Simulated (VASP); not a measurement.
# Li7WCl8 (a cell with a defect): single point with PBEsol

The system is Li7WCl8 (a cell with a defect).

```xyz
16
Lattice="0.0000 5.0664 5.0664 5.0664 0.0000 5.0664 5.0664 5.0664 0.0000" Properties=species:S:1:pos:R:3 pbc="T T T"
Cl    2.5555    5.0379    5.0802
Cl    7.6015    5.0612    5.0666
Cl    5.0636    2.5372    5.0453
Cl    5.0998    7.6334    5.0768
Cl    5.0788    5.0503    2.5294
Cl    5.0662    5.0723    7.6431
Cl    2.5042    2.5113    2.5017
Cl    7.6115    7.5850    7.5657
Li    5.0718    5.0749   10.1243
Li    2.5620    2.5292    0.0431
Li    2.5652    2.5495    5.0744
Li    2.5630    5.0691    7.5677
Li    2.5483    5.0451    2.5027
Li    5.0490    7.5845    2.5521
Li    5.0488    7.5896    7.5805
W     5.0628    5.0532    5.0311
```

```json
{"Program": "VASP 6.6.1", "Task": "single point", "Functional": "PBEsol", "Potentials or basis": "VASP PAW PBE potentials, release 64 (Cl, Li_sv, W_sv)", "Cutoff": "650 eV", "k mesh": "2 × 2 × 2, shifted", "Occupations": "fermi-dirac, width 0.05 eV", "Spin": "no spin polarisation", "Dipole correction": "no", "Charge": "1", "Mended": "yes", "Further INCAR settings": "LREAL = Auto; ALGO = Normal; EDIFF = 1e-06; NBANDS = 60; ISYM = -1; NELECT = 90.0"}
```

- Largest force: 0.882 eV/Å

Forces in eV/Å, atoms in the order of the input:
```
Cl   0.483  0.111 -0.107
Cl  -0.609 -0.020 -0.082
Cl   0.061  0.550  0.018
Cl  -0.098 -0.793 -0.072
Cl   0.000  0.024  0.506
Cl   0.016 -0.046 -0.881
Cl   0.069  0.049  0.082
Cl   0.005 -0.010  0.129
Li  -0.004  0.003 -0.009
Li  -0.014 -0.004 -0.104
Li  -0.041 -0.056 -0.007
Li  -0.013 -0.045  0.063
Li  -0.045  0.036  0.030
Li  -0.009  0.030 -0.017
Li   0.044 -0.023  0.009
W    0.154  0.196  0.443
```

Levels at points of the mesh, in eV from the Fermi level:
| k point | band 42 | band 43 | band 44 | band 45 | band 46 | band 47 |
| --- | --- | --- | --- | --- | --- | --- |
| (0.25, 0.25, 0.25) | -3.94 | -3.93 | -0.23 | -0.19 | -0.18 | 1.82 |

Wall time 110 s on 1 thread of AMD EPYC 9R45 96-Core Processor (Zen 5), with other jobs on the host, peak memory 0.46 GiB.

Caveat: the cell carries a net charge on a neutralising background, which shifts energy and pressure; the cell is charged against a uniform background, so pressure and absolute levels hang on convention; the PAW data sets were made with another functional, which shifts forces and pressure a little; spin-orbit coupling is left out, which moves the levels of the heavy elements.
